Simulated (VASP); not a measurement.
# TiTl (P-6m2) in VASP: a series of runs

TiTl is run at these levels: PBE; tasks: single point, relaxation of cell and atoms.

All numbers are computed with VASP 6.6.1; they aren't measurements. Logs are shortened: lines on timing, memory, paths and dates and some standing lists are left out, and cuts for length are marked.

## Step 1: The cell of the first run

It takes space group P-6m2 (No. 187, hexagonal). The conventional cell has a = 3.179 Å, b = 3.179 Å, c = 4.830 Å, α = 90.00°, β = 90.00°, γ = 120.00°. Ti (site symmetry -6m2) has 6 Tl at 3.03 Å and 6 Ti at 3.18 Å within 4.0 Å. Tl (site symmetry -6m2) has 6 Ti at 3.03 Å and 6 Tl at 3.18 Å within 4.0 Å.

The cell was built from a structure type or drawn by symmetry, and may not be a known phase.

## Step 2: Single point, PBE

File INCAR:

```
ALGO = Normal
EDIFF = 1E-6
ENCUT = 520
GGA = PE
ISIF = 2
ISMEAR = 0
LASPH = True
LCHARG = False
LREAL = False
LWAVE = False
NBANDS = 20
NELM = 60
PREC = Accurate
SIGMA = 0.1
```

File KPOINTS:

```
k-points
0
Gamma
  6 6 4
```

File POSCAR:

```
TiTl
1.0
    3.1787620455      0.0000000029      0.0000000000
   -1.5893810253      2.7528886825      0.0000000000
    0.0000000000      0.0000000000      4.8298850257
Ti Tl
1 1
Direct
    0.3333333333      0.6666666667      0.5000000000
    0.0000000000      0.0000000000      0.0000000000
```

Potentials or basis: VASP PAW PBE potentials, release 64 (Ti_sv, Tl_d).

The run is started by

```
> cat potpaw_PBE.64/Ti_sv/POTCAR potpaw_PBE.64/Tl_d/POTCAR > POTCAR
> mpirun -np 1 vasp_std > vasp.out
```

OUTCAR:

```text
EDIFF = 1E-6
   ENCUT = 520
   GGA = PE
   ISIF = 2
   ISMEAR = 0
   LASPH = True
   LREAL = False
   NELM = 60
   PREC = Accurate

 ion  position               nearest neighbor table
   1  0.333  0.667  0.500-   2 3.03   2 3.03   2 3.03   2 3.03   2 3.03   2 3.03
   2  0.000  0.000  0.000-   1 3.03   1 3.03   1 3.03   1 3.03   1 3.03   1 3.03

  LATTYP: Found a hexagonal cell.
 ALAT       =     3.1787620455
 C/A-ratio  =     1.5194232713

  Lattice vectors:

 A1 = (   3.1787620455,   0.0000000029,   0.0000000000)
 A2 = (  -1.5893810253,   2.7528886825,   0.0000000000)
 A3 = (   0.0000000000,   0.0000000000,   4.8298850257)

Analysis of symmetry for initial positions (statically):
=====================================================================
 Subroutine PRICEL returns:
 Original cell was already a primitive cell.

 Routine SETGRP: Setting up the symmetry group for a
 hexagonal supercell.

 Subroutine GETGRP returns: Found 12 space group operations
 (whereof 12 operations were pure point group operations)
 out of a pool of 24 trial point group operations.

The static configuration has the point symmetry D_3h.

Analysis of symmetry for dynamics (positions and initial velocities):
=====================================================================
 Subroutine PRICEL returns:
 Original cell was already a primitive cell.

 Routine SETGRP: Setting up the symmetry group for a
 hexagonal supercell.

 Subroutine GETGRP returns: Found 12 space group operations
 (whereof 12 operations were pure point group operations)
 out of a pool of 24 trial point group operations.

The dynamic configuration has the point symmetry D_3h.

 Subroutine INISYM returns: Found 12 space group operations
 (whereof 12 operations are pure point group operations),
 and found     1 'primitive' translations

----------------------------------------------------------------------------------------

                                     Primitive cell

  volume of cell :      42.2653

  direct lattice vectors                    reciprocal lattice vectors
     3.178762046  0.000000003  0.000000000     0.314587876  0.181627395  0.000000000
    -1.589381025  2.752888683  0.000000000    -0.000000000  0.363254790  0.000000000
     0.000000000  0.000000000  4.829885026     0.000000000  0.000000000  0.207044266

  length of vectors
     3.178762046  3.178762045  4.829885026     0.363254790  0.363254790  0.207044266

  position of ions in fractional coordinates (direct lattice)
     0.333333333  0.666666667  0.500000000
     0.000000000  0.000000000  0.000000000

  ion indices of the primitive-cell ions
   primitive index   ion index
                 1           1
                 2           2

----------------------------------------------------------------------------------------

 KPOINTS: k-points

Automatic generation of k-mesh.
 Grid dimensions read from file:
 generate k-points for:    6    6    4

 Generating k-lattice:

  Cartesian coordinates                     Fractional coordinates (reciprocal lattice)
     0.052431313  0.030271233  0.000000000     0.166666667  0.000000000  0.000000000
    -0.000000000  0.060542465  0.000000000    -0.000000000  0.166666667  0.000000000
     0.000000000  0.000000000  0.051761066     0.000000000  0.000000000  0.250000000

  Length of vectors
     0.060542465  0.060542465  0.051761066

  Shift w.r.t. Gamma in fractional coordinates (k-lattice)
     0.000000000  0.000000000  0.000000000

 Subroutine IBZKPT returns following result:
 ===========================================

 Found     21 irreducible k-points:

 Following reciprocal coordinates:
            Coordinates               Weight
  0.000000  0.000000  0.000000      1.000000
  0.166667  0.000000  0.000000      6.000000
  0.333333  0.000000  0.000000      6.000000
  0.500000  0.000000  0.000000      3.000000
  0.166667  0.166667  0.000000      6.000000
  0.333333  0.166667  0.000000     12.000000
[... 13 lines left out ...]
  0.333333  0.166667  0.500000     12.000000
  0.333333  0.333333  0.500000      2.000000
   k-points           NKPTS =     21   k-points in BZ     NKDIM =     21   number of bands    NBANDS=     20
   number of dos      NEDOS =    301   number of ions     NIONS =      2
   total plane-waves  NPLWV =  20736
   dimension x,y,z NGX =    24 NGY =   24 NGZ =   36
   dimension x,y,z NGXF=    48 NGYF=   48 NGZF=   72
   ions per type =               1   1
   NGX,Y,Z   is equivalent  to a cutoff of  12.55, 12.55, 12.39 a.u.
   NGXF,Y,Z  is equivalent  to a cutoff of  25.10, 25.10, 24.78 a.u.
 SYSTEM =  unknown system
   PREC   = accura    normal or accurate (medium, high low for compatibility)
   ISTART =      0    job   : 0-new  1-cont  2-samecut
   ICHARG =      2    charge: 1-file 2-atom 10-const
   ISPIN  =      1    spin polarized calculation?
   LNONCOLLINEAR =      F non collinear calculations
   LSORBIT =      F    spin-orbit coupling
   LASPH  =      T    aspherical Exc in radial PAW
   ENCUT  =  520.0 eV  38.22 Ry    6.18 a.u.   5.91  5.91  8.98*2*pi/ulx,y,z
   NELM   =     60;   NELMIN=  2; NELMDL= -5     # of ELM steps
   EDIFF  = 0.1E-05   stopping-criterion for ELM
   LREAL  =      F    real-space projection
[... 7 lines left out ...]
   TEBEG  =    0.0;   TEEND  =   0.0 temperature during run
   PSTRESS=    0.0 pullay stress
   NELECT =      25.0000    total number of electrons
   NUPDOWN=      -1.0000    fix difference up-down
   EMIN   =  10.00;   EMAX   =-10.00  energy-range for DOS
   EFERMI =   0.00;   METHOD = LEGACY
   ISMEAR =     0;   SIGMA  =   0.10  broadening in eV -4-tet -1-fermi 0-gaus
   EFERMI_NEDOS =   21; number of points for ismear=-14 and -15
   IALGO  =     38    algorithm
   IMIX   =      4    mixing-type and parameters
     AMIX     =   0.40;   BMIX     =  1.00
     AMIX_MAG =   1.60;   BMIX_MAG =  1.00
  volume/ion in A,a.u.               =      21.13       142.61
  Fermi-wavevector in a.u.,A,eV,Ry     =   1.374233  2.596924 25.694822  1.888516
  Thomas-Fermi vector in A             =   2.499678
   LORBIT       =      0    0 simple, 1 ext, 2 COOP (PROOUT), +10 PAW based schemes
   GGA     = PE    functional components
   LHFCALC =     F    Hartree Fock is set to
   AEXX    =    0.0000 exact exchange contribution
   IVDW    =     0    specifies the selected vdW correction
   LEPSILON=     F    determine dielectric tensor
   LRPA    =     F    only Hartree local field effects (RPA)
 non-spin polarized calculation
 Gauss-broadening in eV      SIGMA  =   0.10
  energy-cutoff  :      520.00
  volume of cell :       42.27
 maximum number of plane-waves:      1152
 NGX is ok and might be reduce to    24
   NGX = 11   NGY = 11   NGZ = 17

 number of electron      25.0000006 magnetization

 Free energy of the ion-electron system (eV)
  ---------------------------------------------------
  ext. energy  EPLUGINS =         0.00000000
  ---------------------------------------------------
  free energy    TOTEN  =        -9.62648969 eV

  energy without entropy =       -9.60678672  energy(sigma->0) =       -9.61663820

 E-fermi :   8.0300     XC(G=0): -11.2050

 val. band max:        8.0003059693   @ k =   0.1667   0.1667   0.2500
 cond. band min:       8.0475245812   @ k =   0.3333   0.0000   0.5000
 fundamental gap:      0.0472186119
 Fermi energy:         8.0300484483

 k-point     1 :       0.0000    0.0000    0.0000
  band No.  band energies     occupation
      1     -49.0074      2.00000
      2     -25.3447      2.00000
      3     -25.0912      2.00000
      4     -25.0912      2.00000
      5      -3.7821      2.00000
      6      -3.4754      2.00000
[... 12 lines left out ...]
     19      19.8569      0.00000
     20      19.9832      0.00000

 k-point     2 :       0.1667    0.0000    0.0000
  band No.  band energies     occupation
      1     -49.0009      2.00000
      2     -25.3373      2.00000
      3     -25.1441      2.00000
      4     -25.1037      2.00000
      5      -3.6744      2.00000
      6      -3.4549      2.00000
[... 12 lines left out ...]
     19      17.7653      0.00000
     20      19.9368      0.00000

 k-point     3 :       0.3333    0.0000    0.0000
  band No.  band energies     occupation
      1     -48.9877      2.00000
      2     -25.3226      2.00000
      3     -25.2486      2.00000
      4     -25.1286      2.00000
      5      -3.8630      2.00000
      6      -3.4100      2.00000
[... 12 lines left out ...]
     19      15.2982      0.00000
     20      18.4978      0.00000

 k-point     4 :       0.5000    0.0000    0.0000
  band No.  band energies     occupation
      1     -48.9812      2.00000
      2     -25.3152      2.00000
      3     -25.3003      2.00000
      4     -25.1411      2.00000
      5      -3.9729      2.00000
      6      -3.5453      2.00000
[... 12 lines left out ...]
     19      14.2392      0.00000
     20      16.0912      0.00000

 k-point     5 :       0.1667    0.1667    0.0000
  band No.  band energies     occupation
      1     -48.9910      2.00000
      2     -25.3263      2.00000
      3     -25.2127      2.00000
      4     -25.1325      2.00000
      5      -3.6056      2.00000
      6      -3.4268      2.00000
[... 12 lines left out ...]
     19      14.1253      0.00000
     20      19.9039      0.00000
[... 284 lines left out ...]
      6      -3.6002      2.00000
[... 12 lines left out ...]
     19      16.1136      0.00000
     20      19.1452      0.00000

 k-point    19 :       0.1667    0.1667    0.5000
  band No.  band energies     occupation
      1     -48.9910      2.00000
      2     -25.3281      2.00000
      3     -25.2121      2.00000
      4     -25.1326      2.00000
      5      -3.6001      2.00000
      6      -3.4056      2.00000
[... 12 lines left out ...]
     19      17.4311      0.00000
     20      17.8905      0.00000

 k-point    20 :       0.3333    0.1667    0.5000
  band No.  band energies     occupation
      1     -48.9812      2.00000
      2     -25.3157      2.00000
      3     -25.2728      2.00000
      4     -25.1684      2.00000
      5      -3.6988      2.00000
      6      -3.5188      2.00000
[... 12 lines left out ...]
     19      14.1075      0.00000
     20      16.5660      0.00000

 k-point    21 :       0.3333    0.3333    0.5000
  band No.  band energies     occupation
      1     -48.9779      2.00000
      2     -25.3116      2.00000
      3     -25.2376      2.00000
      4     -25.2361      2.00000
      5      -3.4119      2.00000
      6      -3.3664      2.00000
[... 12 lines left out ...]
     19      13.6011      0.00000
     20      13.8976      0.00000

------------------------ aborting loop because EDIFF is reached ----------------------------------------

  FORCE on cell =-STRESS in cart. coord.  units (eV):
  Direction    XX          YY          ZZ          XY          YZ          ZX
  --------------------------------------------------------------------------------------
  -------------------------------------------------------------------------------------
  Total       -0.0267476     -0.0267476     -0.0384449      0.0000000     -0.0000000     -0.0000000
  in kB       -1.0139374     -1.0139374     -1.4573568      0.0000000     -0.0000000     -0.0000000
  external PRESSURE =      -1.1617439 kB  Pullay stress =       0.0000000 kB

 VOLUME and BASIS-vectors are now :
 -----------------------------------------------------------------------------
  energy-cutoff  :      520.00
  volume of cell :       42.27
      direct lattice vectors                 reciprocal lattice vectors
     3.178762046  0.000000003  0.000000000     0.314587876  0.181627395  0.000000000
    -1.589381025  2.752888683  0.000000000    -0.000000000  0.363254790  0.000000000
     0.000000000  0.000000000  4.829885026     0.000000000  0.000000000  0.207044266

 POSITION                                       TOTAL-FORCE (eV/Angst)
 -----------------------------------------------------------------------------------
     -0.00000      1.83526      2.41494        -0.000000      0.000000      0.000000
      0.00000      0.00000      0.00000         0.000000      0.000000      0.000000
 -----------------------------------------------------------------------------------
    total drift:                                0.000000     -0.000000     -0.000000

  FREE ENERGIE OF THE ION-ELECTRON SYSTEM (eV)
  ---------------------------------------------------
  free  energy   TOTEN  =        -9.6264896918 eV

  energy  without entropy=       -9.6067867161  energy(sigma->0) =       -9.61663820
```

It took 22 s on 1 thread of Intel Xeon 8259CL, shared host; peak memory 0.16 GiB.

Results:

* Free energy: -9.6265 eV
* Pressure: -0.1 GPa
* Band gap on the k mesh: zero (an odd number of electrons rules out a gap without spin polarisation)

Caveat: the k points lie up to 0.38 Å⁻¹ apart, too coarse for converged energies and pressures of a metal; spin-orbit coupling is left out, which moves the levels of the heavy elements.

## Step 3: Single point, PBE

This run uses another cell than the first one, of 23.32 Å³/atom.

File INCAR:

```
  ALGO = Normal
  EDIFF = 1E-6
  ENCUT = 520
  GGA = PE
  ISIF = 2
  ISMEAR = 0
  LASPH = True
  LCHARG = False
  LREAL = False
  LWAVE = False
  NBANDS = 20
  NELM = 100
  PREC = Accurate
  SIGMA = 0.1
```

KPOINTS is that of step 2.

File POSCAR:

```
TiTl
1.0
    3.1391114900      0.0000000000      0.0000000000
   -1.5695557500      2.7185503000      0.0000000000
    0.0000000000      0.0000000000      5.4656045800
Ti Tl
1 1
Direct
    0.3333333300      0.6666666700      0.5000000000
    0.0000000000      0.0000000000      0.0000000000
```

Potentials or basis: VASP PAW PBE potentials, release 64 (Ti_sv, Tl_d).

The run is started by

```
> cat potpaw_PBE.64/Ti_sv/POTCAR potpaw_PBE.64/Tl_d/POTCAR > POTCAR
> mpirun -np 1 vasp_std > vasp.out
```

OUTCAR:

```text
EDIFF = 1E-6
   ENCUT = 520
   GGA = PE
   ISIF = 2
   ISMEAR = 0
   LASPH = True
   LREAL = False
   NELM = 100
   PREC = Accurate

 ion  position               nearest neighbor table
   1  0.333  0.667  0.500-   2 3.28   2 3.28   2 3.28   2 3.28   2 3.28   2 3.28
   2  0.000  0.000  0.000-   1 3.28   1 3.28   1 3.28   1 3.28   1 3.28   1 3.28

  LATTYP: Found a hexagonal cell.
 ALAT       =     3.1391114900
 C/A-ratio  =     1.7411310804

  Lattice vectors:

 A1 = (   3.1391114900,   0.0000000000,   0.0000000000)
 A2 = (  -1.5695557500,   2.7185503000,   0.0000000000)
 A3 = (   0.0000000000,   0.0000000000,   5.4656045800)

Analysis of symmetry for initial positions (statically):
=====================================================================
 Subroutine PRICEL returns:
 Original cell was already a primitive cell.

 Routine SETGRP: Setting up the symmetry group for a
 hexagonal supercell.

 Subroutine GETGRP returns: Found 12 space group operations
 (whereof 12 operations were pure point group operations)
[... 155 lines left out ...]
  ext. energy  EPLUGINS =         0.00000000
  ---------------------------------------------------
  free energy    TOTEN  =        -9.40590723 eV

  energy without entropy =       -9.39060525  energy(sigma->0) =       -9.39825624

 E-fermi :   7.0768     XC(G=0): -10.7127

 val. band max:        7.0622766503   @ k =   0.3333   0.3333   0.5000
 cond. band min:       7.0974624370   @ k =   0.1667   0.1667   0.5000
 fundamental gap:      0.0351857867
 Fermi energy:         7.0768158073

 k-point     1 :       0.0000    0.0000    0.0000
  band No.  band energies     occupation
      1     -50.1407      2.00000
      2     -26.4896      2.00000
      3     -26.1845      2.00000
      4     -26.1845      2.00000
      5      -4.8291      2.00000
      6      -4.5070      2.00000
[... 472 lines left out ...]
     19      12.4478      0.00000
     20      12.6992      0.00000

------------------------ aborting loop because EDIFF is reached ----------------------------------------

  FORCE on cell =-STRESS in cart. coord.  units (eV):
  Direction    XX          YY          ZZ          XY          YZ          ZX
  --------------------------------------------------------------------------------------
  -------------------------------------------------------------------------------------
  Total       -0.7361045     -0.7361045     -3.4405289      0.0000000      0.0000000      0.0000000
  in kB      -25.2852774    -25.2852775   -118.1825818      0.0000000      0.0000000      0.0000000
  external PRESSURE =     -56.2510456 kB  Pullay stress =       0.0000000 kB

 VOLUME and BASIS-vectors are now :
 -----------------------------------------------------------------------------
  energy-cutoff  :      520.00
  volume of cell :       46.64
      direct lattice vectors                 reciprocal lattice vectors
     3.139111490  0.000000000  0.000000000     0.318561479  0.183921556  0.000000000
    -1.569555750  2.718550300  0.000000000     0.000000000  0.367843111  0.000000000
     0.000000000  0.000000000  5.465604580     0.000000000  0.000000000  0.182962376

 POSITION                                       TOTAL-FORCE (eV/Angst)
 -----------------------------------------------------------------------------------
     -0.00000      1.81237      2.73280         0.000000     -0.000000      0.000000
      0.00000      0.00000      0.00000        -0.000000      0.000000      0.000000
 -----------------------------------------------------------------------------------
    total drift:                                0.000029     -0.000017     -0.000000

  FREE ENERGIE OF THE ION-ELECTRON SYSTEM (eV)
  ---------------------------------------------------
  free  energy   TOTEN  =        -9.4059072275 eV

  energy  without entropy=       -9.3906052470  energy(sigma->0) =       -9.39825624
```

Run time: 22 s. Hardware: 1 thread of Intel Xeon 8259CL, shared host; peak memory 0.17 GiB.

Results:

```yaml
Free_energy: -9.4059 eV
Pressure: -5.6 GPa
Band_gap_on_the_k_mesh: zero (an odd number of electrons rules out a gap without spin polarisation)
```

Caveat: the k points lie up to 0.39 Å⁻¹ apart, too coarse for converged energies and pressures of a metal; spin-orbit coupling is left out, which moves the levels of the heavy elements.

(Part 1 of 2 ends here.)
